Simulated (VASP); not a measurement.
Set up this calculation in VASP 6.6.1, as the native input.

```
Task                   : single point
Functional             : PBE
Potentials or basis    : VASP PAW PBE potentials, release 64 (B, P)
Cutoff                 : 520 eV
k mesh                 : 10 × 10 × 10
Occupations            : gaussian, width 0.02 eV
Spin                   : no spin polarisation
Dipole correction      : no
Further INCAR settings : ALGO = Normal; EDIFF = 1e-07; NBANDS = 11
```

The structure of BP lies in POSCAR:

```
BP
1.0
    0.0000000000      2.3475618988      2.3475618988
    2.3475618988      0.0000000000      2.3475618988
    2.3475618988      2.3475618988      0.0000000000
B P
1 1
Direct
    0.0000000000      0.0000000000      0.0000000000
    0.2500000000      0.2500000000      0.2500000000
```

This cell differs from its parent crystal: volume scaled by 1.10.

One way to write it, as run:

INCAR

```
SYSTEM = BP
PREC = Accurate
ENCUT = 520
EDIFF = 1E-7
ISMEAR = 0
SIGMA = 0.02
LREAL = .False.
LASPH = .True.
NELM = 80
ALGO = Normal
ISIF = 2
LWAVE = .False.
LCHARG = .True.
GGA = PE
LELF = .True.
LVHAR = .True.
NBANDS = 11
```

KPOINTS

```
regular mesh
0
Gamma
  10 10 10
  0 0 0
```

Potentials or basis: VASP PAW PBE potentials, release 64 (B, P).

Launch:

```bash
$ cat potpaw_PBE.64/B/POTCAR potpaw_PBE.64/P/POTCAR > POTCAR
$ mpirun -np 1 vasp_std > vasp.out
```

Results of the run:

```
Pressure               : -13.0 GPa
Band gap on the k mesh : 1.37 eV, indirect (least direct gap 3.27 eV)
```

Wall time 20 s on 1 thread of Intel(R) Xeon(R) Platinum 8375C CPU @ 2.90GHz (Ice Lake), with other jobs on the host, peak memory 0.15 GiB.
